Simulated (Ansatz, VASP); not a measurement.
**Two plane-wave programs on TiO2**

```
Ti O
1.0
     4.59370    0.00000    0.00000
     0.00000    4.59370    0.00000
     0.00000    0.00000    2.95870
Ti O
2 4
Direct
  0.00000 0.00000 0.00000
  0.50000 0.50000 0.50000
  0.30478 0.30478 0.00000
  0.19522 0.80478 0.50000
  0.69522 0.69522 0.00000
  0.80478 0.19522 0.50000
```

Alike in both runs: task single point; functional r2SCAN; k mesh 4 × 4 × 7; occupations fermi-dirac, width 0.02 eV; no spin polarisation.

```csv
,VASP,Ansatz
version,VASP 6.6.1,Ansatz 0.2.0
potentials or method,"VASP PAW PBE potentials, release 64 (Ti_sv, O), cutoff 520 eV","PAW, plane waves, scalar-relativistic"
valence electrons in the cell,48,48
```

|  | VASP | Ansatz | Ansatz less VASP |
| --- | --- | --- | --- |
| pressure (GPa) | 1.1 | -0.1 | -1.25 |
| traceless stress, the component that is largest in VASP (GPa) | 0.01 | -0.46 | -0.467 |
| rms of the force components (eV/Å) | 0.025 | 0.009 | -0.0155 |

VASP's potentials were made for PBE, not for r2SCAN. Atom by atom the forces differ by 0.016 eV/Å (rms over components).
